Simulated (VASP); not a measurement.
A run of VASP 6.6.1 is set up as follows.

Contents of INCAR:

```
SYSTEM = Zn
PREC = Accurate ; ENCUT = 520
EDIFF = 1E-6 ; ISMEAR = -1
SIGMA = 0.05 ; LREAL = .FALSE.
LASPH = .TRUE. ; NELM = 100
ALGO = Normal ; ISIF = 2
LWAVE = .FALSE. ; LCHARG = .TRUE.
GGA = PE ; IVDW = 13
LELF = .TRUE. ; LVHAR = .TRUE.
NBANDS = 12
```

File KPOINTS:

```
regular mesh
0
G
  11 12 12
  0 0 0
```

The input POSCAR:

```
Zn
1.0
   -1.2861218176      1.8494108432      1.7295018438
    1.2878299695     -1.6899854473      1.5646145472
    1.2877159479      1.6746416730     -1.5847158728
Zn
1
Direct
    0.0000000000      0.0000000000      0.0000000000
```

Potentials or basis: VASP PAW PBE potentials, release 64 (Zn).

The run is started by

```sh
$ cat potpaw_PBE.64/Zn/POTCAR > POTCAR
$ mpirun -np 1 vasp_std > vasp.out
```

Question: What does it give for the pressure?

Answer: 0.5 GPa.

Question: Estimate the band gap on the k mesh.

Answer: Zero (band 6 reaches 5.78 eV, above the bottom of band 7 at -0.04 eV).

Question: Estimate the dispersion energy per atom.

Answer: -0.327 eV.

Stress tensor (GPa, compression positive):
```
 0.56 -0.01 -0.01
-0.01  0.43 -0.10
-0.01 -0.10  0.40
```

Caveat: pairwise dispersion overbinds metals, which lowers pressure and volume.
